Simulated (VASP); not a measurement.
# MgC in VASP: further runs

The runs below take MgC through single point, with PBE.

Everything below comes from runs of VASP 6.6.1. Logs are shortened: lines on timing, memory, paths and dates and some standing lists are left out, and cuts for length are marked.

## 1. The cell of the first run

The structure is monoclinic, space group P2_1/m (No. 11). Conventional cell: a = 3.497 Å, b = 2.618 Å, c = 5.717 Å, α = 90.00°, β = 101.17°, γ = 90.00°. Mg (site symmetry m) has 6 C at 2.28 to 2.80 Å and 2 Mg at 2.62 Å within 3.0 Å. C (site symmetry m) has 2 C at 1.49 Å within 2.0 Å.

## 2. Single point, PBE

File INCAR:

```
SYSTEM = MgC
PREC = Accurate
ENCUT = 520
EDIFF = 1E-6
ISMEAR = 0
SIGMA = 0.1
LREAL = .False.
LASPH = .True.
NELM = 100
ALGO = Normal
ISIF = 2
LWAVE = .False.
LCHARG = .False.
GGA = PE
NBANDS = 14
```

File KPOINTS:

```
Automatic mesh
0
Gamma
  6 6 4
  0 0 0
```

File POSCAR:

```
MgC
1.0
    3.4967814579      0.0000000000      0.0000000000
    0.0000000000      2.6184172815      0.0000000000
   -1.1072884609      0.0000000000      5.6085771753
Mg C
2 2
Direct
    0.1257495862      0.7500000000      0.2712906835
    0.8742504138      0.2500000000      0.7287093165
    0.5545804953      0.7500000000      0.9540467269
    0.4454195047      0.2500000000      0.0459532731
```

Potentials or basis: VASP PAW PBE potentials, release 64 (Mg, C).

The run is started by

```sh
> cat potpaw_PBE.64/Mg/POTCAR potpaw_PBE.64/C/POTCAR > POTCAR
> mpirun -np 1 vasp_std > vasp.out
```

OUTCAR:

```text
SYSTEM = MgC
   PREC = Accurate
   ENCUT = 520
   EDIFF = 1E-6
   ISMEAR = 0
   LREAL = .False.
   LASPH = .True.
   NELM = 100
   ISIF = 2
   GGA = PE

 ion  position               nearest neighbor table
   1  0.126  0.750  0.271-   4 2.28   4 2.28   3 2.42   3 2.57   4 2.80   4 2.80   2 3.20   2 3.20
                             2 3.32   2 3.32   2 3.57   2 3.57
   2  0.874  0.250  0.729-   3 2.28   3 2.28   4 2.42   4 2.57   3 2.80   3 2.80   1 3.20   1 3.20
                             1 3.32   1 3.32   1 3.57   1 3.57
   3  0.555  0.750  0.954-   4 1.49   4 1.49   2 2.28   2 2.28   1 2.42   1 2.57   2 2.80   2 2.80

   4  0.445  0.250  0.046-   3 1.49   3 1.49   1 2.28   1 2.28   2 2.42   2 2.57   1 2.80   1 2.80

  LATTYP: Found a simple monoclinic cell.
 ALAT       =     3.4967814579
 B/A-ratio  =     0.7488078146
 C/A-ratio  =     1.6348854231
 COS(beta)  =    -0.1936890022

  Lattice vectors:

 A1 = (   3.4967814579,   0.0000000000,   0.0000000000)
 A2 = (   0.0000000000,   2.6184172815,   0.0000000000)
 A3 = (  -1.1072884609,   0.0000000000,   5.6085771753)

Analysis of symmetry for initial positions (statically):
=====================================================================
 Subroutine PRICEL returns:
 Original cell was already a primitive cell.

 Routine SETGRP: Setting up the symmetry group for a
 simple monoclinic supercell.

 Subroutine GETGRP returns: Found  4 space group operations
 (whereof  2 operations were pure point group operations)
 out of a pool of  4 trial point group operations.

The static configuration has the point symmetry S_2 .
 The point group associated with its full space group is C_2h.

Analysis of symmetry for dynamics (positions and initial velocities):
=====================================================================
 Subroutine PRICEL returns:
 Original cell was already a primitive cell.

 Routine SETGRP: Setting up the symmetry group for a
 simple monoclinic supercell.

 Subroutine GETGRP returns: Found  4 space group operations
 (whereof  2 operations were pure point group operations)
 out of a pool of  4 trial point group operations.

The dynamic configuration has the point symmetry S_2 .
 The point group associated with its full space group is C_2h.

 Subroutine INISYM returns: Found  4 space group operations
 (whereof  2 operations are pure point group operations),
 and found     1 'primitive' translations

----------------------------------------------------------------------------------------

                                     Primitive cell

  volume of cell :      51.3523

  direct lattice vectors                    reciprocal lattice vectors
     3.496781458  0.000000000  0.000000000     0.285977266  0.000000000  0.056459832
     0.000000000  2.618417282  0.000000000     0.000000000  0.381910098  0.000000000
    -1.107288461  0.000000000  5.608577175     0.000000000  0.000000000  0.178298340

  length of vectors
     3.496781458  2.618417282  5.716837033     0.291497357  0.381910098  0.178298340

  position of ions in fractional coordinates (direct lattice)
     0.125749586  0.750000000  0.271290683
     0.874250414  0.250000000  0.728709317
     0.554580495  0.750000000  0.954046727
     0.445419505  0.250000000  0.045953273

  ion indices of the primitive-cell ions
   primitive index   ion index
                 1           1
                 2           2
                 3           3
                 4           4

----------------------------------------------------------------------------------------

 KPOINTS: Automatic mesh

Automatic generation of k-mesh.
 Grid dimensions read from file:
 generate k-points for:    6    6    4

 Generating k-lattice:

  Cartesian coordinates                     Fractional coordinates (reciprocal lattice)
     0.047662878  0.000000000  0.009409972     0.166666667  0.000000000  0.000000000
     0.000000000  0.063651683  0.000000000     0.000000000  0.166666667  0.000000000
     0.000000000  0.000000000  0.044574585     0.000000000  0.000000000  0.250000000

  Length of vectors
     0.048582893  0.063651683  0.044574585

  Shift w.r.t. Gamma in fractional coordinates (k-lattice)
     0.000000000  0.000000000  0.000000000

 Subroutine IBZKPT returns following result:
 ===========================================

 Found     56 irreducible k-points:

 Following reciprocal coordinates:
            Coordinates               Weight
  0.000000  0.000000  0.000000      1.000000
  0.166667  0.000000  0.000000      2.000000
  0.333333  0.000000  0.000000      2.000000
  0.500000  0.000000  0.000000      1.000000
  0.000000  0.166667  0.000000      2.000000
  0.166667  0.166667  0.000000      4.000000
[... 16 lines left out ...]
  0.000000  0.166667  0.250000      4.000000
  0.166667  0.166667  0.250000      4.000000
 [... further k-points ...]
   k-points           NKPTS =     56   k-points in BZ     NKDIM =     56   number of bands    NBANDS=     14
   number of dos      NEDOS =    301   number of ions     NIONS =      4
   total plane-waves  NPLWV =  26880
   dimension x,y,z NGX =    28 NGY =   20 NGZ =   48
   dimension x,y,z NGXF=    56 NGYF=   40 NGZF=   96
   ions per type =               2   2
   NGX,Y,Z   is equivalent  to a cutoff of  13.31, 12.70, 13.96 a.u.
   NGXF,Y,Z  is equivalent  to a cutoff of  26.62, 25.40, 27.92 a.u.
 SYSTEM =  MgC
   PREC   = accura    normal or accurate (medium, high low for compatibility)
   ISTART =      0    job   : 0-new  1-cont  2-samecut
   ICHARG =      2    charge: 1-file 2-atom 10-const
   ISPIN  =      1    spin polarized calculation?
   LNONCOLLINEAR =      F non collinear calculations
   LSORBIT =      F    spin-orbit coupling
   LASPH  =      T    aspherical Exc in radial PAW
   ENCUT  =  520.0 eV  38.22 Ry    6.18 a.u.   6.50  4.87 10.63*2*pi/ulx,y,z
   NELM   =    100;   NELMIN=  2; NELMDL= -5     # of ELM steps
   EDIFF  = 0.1E-05   stopping-criterion for ELM
   LREAL  =      F    real-space projection
   EDIFFG = 0.1E-04   stopping-criterion for IOM
   NSW    =      0    number of steps for IOM
   IBRION =     -1    ionic relax: 0-MD 1-quasi-New 2-CG
   NFREE  =      0    steps in history (QN), initial steepest desc. (CG)
   ISIF   =      2    stress and relaxation
   ISYM   =      2    0-nonsym 1-usesym 2-fastsym
   POTIM  = 0.5000    time-step for ionic-motion
   TEBEG  =    0.0;   TEEND  =   0.0 temperature during run
   PSTRESS=    0.0 pullay stress
   NELECT =      12.0000    total number of electrons
   NUPDOWN=      -1.0000    fix difference up-down
   EMIN   =  10.00;   EMAX   =-10.00  energy-range for DOS
   EFERMI =   0.00;   METHOD = LEGACY
   ISMEAR =     0;   SIGMA  =   0.10  broadening in eV -4-tet -1-fermi 0-gaus
   EFERMI_NEDOS =   21; number of points for ismear=-14 and -15
   IALGO  =     38    algorithm
   IMIX   =      4    mixing-type and parameters
     AMIX     =   0.40;   BMIX     =  1.00
     AMIX_MAG =   1.60;   BMIX_MAG =  1.00
  volume/ion in A,a.u.               =      12.84        86.64
  Fermi-wavevector in a.u.,A,eV,Ry     =   1.008359  1.905522 13.834242  1.016788
  Thomas-Fermi vector in A             =   2.141221
   LORBIT       =      0    0 simple, 1 ext, 2 COOP (PROOUT), +10 PAW based schemes
   GGA     = PE    functional components
   LHFCALC =     F    Hartree Fock is set to
   AEXX    =    0.0000 exact exchange contribution
   IVDW    =     0    specifies the selected vdW correction
   LEPSILON=     F    determine dielectric tensor
   LRPA    =     F    only Hartree local field effects (RPA)
 non-spin polarized calculation
 Gauss-broadening in eV      SIGMA  =   0.10
  energy-cutoff  :      520.00
  volume of cell :       51.35
 maximum number of plane-waves:      1402
 NGX is ok and might be reduce to    28

 number of electron      11.9999999 magnetization

 Free energy of the ion-electron system (eV)
  ---------------------------------------------------
  ext. energy  EPLUGINS =         0.00000000
  ---------------------------------------------------
  free energy    TOTEN  =       -19.65979528 eV

  energy without entropy =      -19.65893269  energy(sigma->0) =      -19.65936398

 E-fermi :   4.8141     XC(G=0):  -9.8697

 val. band max:        4.8117990641   @ k =   0.5000   0.3333   0.0000
 cond. band min:       5.0561204311   @ k =   0.5000   0.0000   0.0000
 fundamental gap:      0.2443213670
 Fermi energy:         4.8140987258

 k-point     1 :       0.0000    0.0000    0.0000
  band No.  band energies     occupation
      1     -12.3427      2.00000
      2      -2.9848      2.00000
      3      -0.7750      2.00000
      4      -0.6925      2.00000
      5      -0.6185      2.00000
      6       3.6610      2.00000
      7       7.2800      0.00000
      8       7.9485      0.00000
      9      10.2009      0.00000
     10      10.6902      0.00000
     11      11.8242      0.00000
     12      13.3724      0.00000
     13      14.6950      0.00000
     14      15.3492      0.00000

 k-point     2 :       0.1667    0.0000    0.0000
  band No.  band energies     occupation
      1     -12.2326      2.00000
      2      -2.9059      2.00000
      3      -2.0016      2.00000
      4      -0.6692      2.00000
      5       0.1074      2.00000
      6       4.4265      2.00000
      7       6.4138      0.00000
      8       7.9171      0.00000
      9       9.7606      0.00000
     10      10.2672      0.00000
     11      11.9740      0.00000
     12      13.6102      0.00000
     13      15.0952      0.00000
     14      15.3032      0.00000
[... 343 lines left out ...]
      1     -11.8915      2.00000
      2      -2.8440      2.00000
      3      -2.4626      2.00000
      4      -0.3440      2.00000
      5       0.8052      2.00000
      6       3.5163      2.00000
      7       6.6019      0.00000
      8       8.5997      0.00000
      9      10.5584      0.00000
     10      11.4898      0.00000
     11      12.3199      0.00000
     12      12.8460      0.00000
     13      13.2252      0.00000
     14      14.7618      0.00000

 k-point    24 :       0.1667    0.1667    0.2500
  band No.  band energies     occupation
      1     -11.7842      2.00000
      2      -2.7368      2.00000
      3      -2.4203      2.00000
      4      -1.5260      2.00000
      5       1.5757      2.00000
      6       4.2265      2.00000
      7       6.6285      0.00000
      8       7.4607      0.00000
      9       9.0715      0.00000
     10      11.8911      0.00000
     11      12.2415      0.00000
     12      12.7187      0.00000
     13      14.0029      0.00000
     14      14.8678      0.00000

 [... further k-points ...]

------------------------ aborting loop because EDIFF is reached ----------------------------------------

  FORCE on cell =-STRESS in cart. coord.  units (eV):
  Direction    XX          YY          ZZ          XY          YZ          ZX
  --------------------------------------------------------------------------------------
  -------------------------------------------------------------------------------------
  Total        0.4237073     -0.5430402      0.1827292      0.0000000      0.0000000      0.0799854
  in kB       13.2195443    -16.9426943      5.7010992      0.0000000      0.0000000      2.4955227
  external PRESSURE =       0.6593164 kB  Pullay stress =       0.0000000 kB

 VOLUME and BASIS-vectors are now :
 -----------------------------------------------------------------------------
  energy-cutoff  :      520.00
  volume of cell :       51.35
      direct lattice vectors                 reciprocal lattice vectors
     3.496781458  0.000000000  0.000000000     0.285977266  0.000000000  0.056459832
     0.000000000  2.618417282  0.000000000     0.000000000  0.381910098  0.000000000
    -1.107288461  0.000000000  5.608577175     0.000000000  0.000000000  0.178298340

 POSITION                                       TOTAL-FORCE (eV/Angst)
 -----------------------------------------------------------------------------------
      0.13932      1.96381      1.52155         0.021966     -0.000000      0.136837
      2.25017      0.65460      4.08702        -0.021966      0.000000     -0.136837
      0.88284      1.96381      5.35084         0.133192      0.000000      0.110795
      1.50665      0.65460      0.25773        -0.133192      0.000000     -0.110795
 -----------------------------------------------------------------------------------
    total drift:                                0.000000      0.000000      0.000000

  FREE ENERGIE OF THE ION-ELECTRON SYSTEM (eV)
  ---------------------------------------------------
  free  energy   TOTEN  =       -19.6597952792 eV

  energy  without entropy=      -19.6589326897  energy(sigma->0) =      -19.65936398
```

Run time: 15 s. Hardware: 1 thread of Intel Xeon 6975P-C (Granite Rapids), shared host; peak memory 0.18 GiB.

Results:

| Item | Value |
| --- | --- |
| Free energy | -19.6598 eV |
| Pressure | 0.1 GPa |
| Largest force | 0.173 eV/Å |
| Band gap on the k mesh | zero (bands 6 and 7 overlap by 0.24 eV) |

Forces in eV/Å, atoms in the order of the input:
```
Mg   0.022  0.000  0.137
Mg  -0.022  0.000 -0.137
C    0.133  0.000  0.111
C   -0.133  0.000 -0.111
```

Caveat: the k points lie up to 0.40 Å⁻¹ apart.

## 3. Single point, PBE

This run uses another cell than the first one: it holds 8 atoms, not 4.

File INCAR:

```
ALGO = Normal ; EDIFF = 1E-7
ENCUT = 520 ; GGA = PE
ISIF = 2 ; ISMEAR = 0
LASPH = T ; LCHARG = T
LELF = T ; LREAL = F
LVHAR = T ; LWAVE = F
NBANDS = 22 ; NELM = 80
PREC = Accurate ; SIGMA = 0.1
```

File KPOINTS:

```
k-points
0
Gamma
  8 6 4
```

File POSCAR:

```
MgC
1.0
    0.0001868429      0.0029711340      2.6184155892
    1.4836706593     -5.5209522110      0.0058073905
    5.4939137426      5.9934328699     -0.0062541740
Mg C
4 4
Direct
    0.2499652203      0.7915787813      0.0628648593
    0.2501025189      0.2915889623      0.5628853238
    0.7498959272      0.7084082673      0.4371109137
    0.7500346110      0.2084230378      0.9371400969
    0.2499181835      0.3232270885      0.2773019893
    0.2500909466      0.8232594775      0.7772791029
    0.7499099478      0.1767418183      0.2227212255
    0.7500826447      0.6767725671      0.7226964886
```

Potentials or basis: VASP PAW PBE potentials, release 64 (Mg, C).

The run is started by

```sh
> cat potpaw_PBE.64/Mg/POTCAR potpaw_PBE.64/C/POTCAR > POTCAR
> mpirun -np 1 vasp_std > vasp.out
```

OUTCAR:

```text
EDIFF = 1E-7
   ENCUT = 520
   GGA = PE
   ISIF = 2
   ISMEAR = 0
   LASPH = T
   LREAL = F
   NELM = 80
   PREC = Accurate

 ion  position               nearest neighbor table
   1  0.250  0.792  0.063-   7 2.28   7 2.28   6 2.42   5 2.57   8 2.80   8 2.80   4 3.20   4 3.20
                             4 3.32   4 3.32   2 3.50   2 3.50   3 3.57   3 3.57
   2  0.250  0.292  0.563-   8 2.28   8 2.28   5 2.42   6 2.57   7 2.80   7 2.80   3 3.20   3 3.20
                             3 3.32   3 3.32   1 3.50   1 3.50   4 3.57   4 3.57
   3  0.750  0.708  0.437-   5 2.28   5 2.28   8 2.42   7 2.57   6 2.80   6 2.80   2 3.20   2 3.20
                             2 3.32   2 3.32   4 3.50   4 3.50   1 3.57   1 3.57
[... 827 lines left out ...]
  external PRESSURE =      -0.1363361 kB  Pullay stress =       0.0000000 kB

 VOLUME and BASIS-vectors are now :
 -----------------------------------------------------------------------------
  energy-cutoff  :      520.00
  volume of cell :      102.70
      direct lattice vectors                 reciprocal lattice vectors
     0.000186843  0.002971134  2.618415589    -0.000002699  0.000400999  0.381909890
     1.483670659 -5.520952211  0.005807390     0.152800472 -0.140065252  0.000148030
     5.493913743  5.993432870 -0.006254174     0.140754744  0.037825608 -0.000052965

 POSITION                                       TOTAL-FORCE (eV/Angst)
 -----------------------------------------------------------------------------------
      1.51986     -3.99275      0.65872         0.003136     -0.011917     -0.000164
      3.52511      1.76451      0.65305         0.003191     -0.012368     -0.000219
      3.45263     -1.28907      1.96492        -0.003134      0.012341      0.000232
      5.45794      4.46822      1.95925        -0.003194      0.011896      0.000169
      2.00308     -0.12179      0.65453         0.028865     -0.027929     -0.000141
      5.49180      0.11414      0.65476         0.029219     -0.027082     -0.000515
      1.48598      0.36131      1.96321        -0.029399      0.027331      0.000506
      4.97468      0.59723      1.96344        -0.028685      0.027728      0.000131
 -----------------------------------------------------------------------------------
    total drift:                                0.000002     -0.000000      0.000001

  FREE ENERGIE OF THE ION-ELECTRON SYSTEM (eV)
  ---------------------------------------------------
  free  energy   TOTEN  =       -39.1974127303 eV

  energy  without entropy=      -39.1947068762  energy(sigma->0) =      -39.19605980
```

OSZICAR:

```text
N       E                     dE             d eps       ncg     rms          rms(c)
DAV:   1     0.720512966269E+02    0.72051E+02   -0.98248E+03  4400   0.912E+02
DAV:   2    -0.355370536373E+02   -0.10759E+03   -0.10259E+03  5788   0.169E+02
DAV:   3    -0.447191484972E+02   -0.91821E+01   -0.91055E+01  5706   0.481E+01
DAV:   4    -0.448575262127E+02   -0.13838E+00   -0.13825E+00  5634   0.672E+00
DAV:   5    -0.448599686655E+02   -0.24425E-02   -0.24422E-02  6002   0.844E-01    0.106E+01
DAV:   6    -0.392097342642E+02    0.56502E+01   -0.24348E+01  5288   0.163E+01    0.417E+00
DAV:   7    -0.392389865361E+02   -0.29252E-01   -0.15078E+00  5394   0.524E+00    0.268E+00
DAV:   8    -0.392015916782E+02    0.37395E-01   -0.15194E-01  5610   0.156E+00    0.350E-01
DAV:   9    -0.391974049775E+02    0.41867E-02   -0.37631E-02  5580   0.695E-01    0.137E-01
DAV:  10    -0.391974300260E+02   -0.25048E-04   -0.25249E-03  5228   0.216E-01    0.501E-02
DAV:  11    -0.391974129772E+02    0.17049E-04   -0.27438E-04  5600   0.717E-02    0.133E-02
DAV:  12    -0.391974123814E+02    0.59581E-06   -0.32585E-05  5540   0.253E-02    0.638E-03
DAV:  13    -0.391974127088E+02   -0.32746E-06   -0.25891E-06  5530   0.754E-03    0.120E-03
DAV:  14    -0.391974127303E+02   -0.21477E-07   -0.24068E-07  4776   0.261E-03
   1 F= -.39197413E+02 E0= -.39196060E+02  d E =-.270585E-02
```

Run time: 2.1 min. Hardware: 1 thread of Intel Xeon 6975P-C (Granite Rapids), shared host; peak memory 0.34 GiB.

Results:

```yaml
Free_energy: -39.1974 eV
Pressure: 0.0 GPa
Largest_force: 0.040 eV/Å
Band_gap_on_the_k_mesh: zero (bands 12 and 13 overlap by 0.20 eV)
```

Forces on the atoms (eV/Å):
```
Mg   0.003 -0.012  0.000
Mg   0.003 -0.012  0.000
Mg  -0.003  0.012  0.000
Mg  -0.003  0.012  0.000
C    0.029 -0.028  0.000
C    0.029 -0.027 -0.001
C   -0.029  0.027  0.001
C   -0.029  0.028  0.000
```
